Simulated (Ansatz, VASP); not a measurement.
Two plane-wave programs on CdPtC6N6

```
CELL_PARAMETERS angstrom
0.00000 5.46450 5.46450
5.46450 0.00000 5.46450
5.46450 5.46450 0.00000
ATOMIC_POSITIONS crystal
Cd 0.50000 0.50000 0.50000
Pt 0.00000 0.00000 0.00000
C 0.18339 0.18339 0.81661
C 0.81661 0.81661 0.18339
C 0.81661 0.18339 0.18339
C 0.18339 0.81661 0.81661
C 0.18339 0.81661 0.18339
C 0.81661 0.18339 0.81661
N 0.28925 0.28925 0.71075
N 0.71075 0.71075 0.28925
N 0.71075 0.28925 0.28925
N 0.28925 0.71075 0.71075
N 0.28925 0.71075 0.28925
N 0.71075 0.28925 0.71075
```

Alike in both runs: functional PBE; k mesh 5 × 5 × 5; occupations fermi-dirac, width 0.05 eV; no spin polarisation.

Ansatz relaxed the structure, and its values are those at the end. VASP's run is a single point on that final structure, the one shown.

```csv
,VASP,Ansatz
version,VASP 6.6.1,Ansatz 0.2.0
potentials or method,"VASP PAW PBE potentials, release 64 (Cd, Pt, C, N)","plane-wave PAW, scalar-relativistic"
plane-wave cutoff (eV),520,420
valence electrons in the cell,76,92
```

|  | VASP | Ansatz | Ansatz less VASP |
| --- | --- | --- | --- |
| gap on the k mesh at the Fermi level (eV) | 5.34 | 5.38 | +0.041 |
| pressure (GPa) | 2.1 | 1.7 | -0.44 |
| rms of the force components (eV/Å) | 0.241 | 0.001 | -0.2399 |

One of these differences is far larger than is usual between the two programs; its cause wasn't traced. VASP's potentials hold 76 valence electrons a cell and Ansatz's 92, so a difference there can come from the potentials and not from the codes. Ansatz's warnings: stress scf threshold loose.

Spin-orbit coupling is off throughout. Noted on VASP's run: the standard files for N, O and F lose accuracy on very short bonds.
